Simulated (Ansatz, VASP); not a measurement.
One calculation of BaTiO3, two programs

```
CELL_PARAMETERS angstrom
2.88282 1.66440 2.36386
-2.88282 1.66440 2.36386
0.00000 -3.32879 2.36386
ATOMIC_POSITIONS crystal
Ba 0.00000 0.00000 0.00000
Ti 0.48450 0.48450 0.48450
O 0.50860 0.01750 0.50860
O 0.01750 0.50860 0.50860
O 0.50860 0.50860 0.01750
```

Change from the starting cell: volume scaled by 1.06.

Alike in both runs: task single point; functional PBEsol; k mesh 7 × 7 × 7; occupations fermi-dirac, width 0.05 eV; no spin polarisation.

|  | VASP | Ansatz |
| --- | --- | --- |
| version | VASP 6.6.1 | Ansatz 0.2.0 |
| potentials or method | VASP PAW PBE potentials, release 64 (Ba_sv, Ti_sv, O), cutoff 520 eV | all-electron LAPW, scalar-relativistic |

Ansatz gave:

- gap on the k mesh at the Fermi level (eV): 2.29
- least direct gap on the mesh (eV): 2.64
- pressure (GPa): -9.8
- traceless stress, the component that is largest in VASP (GPa): 0.32
- rms of the force components (eV/Å): 0.215

What did VASP give for the same quantities?

gap on the k mesh at the Fermi level (eV): 2.25; least direct gap on the mesh (eV): 2.63; pressure (GPa): -8.3; traceless stress, the component that is largest in VASP (GPa): 0.28; rms of the force components (eV/Å): 0.190.

VASP's potentials were made for PBE, not for PBEsol. Atom by atom the forces differ by 0.025 eV/Å (rms over components). Ansatz ran all-electron here, and VASP with PAW potentials.

Neither program's run includes spin-orbit coupling.
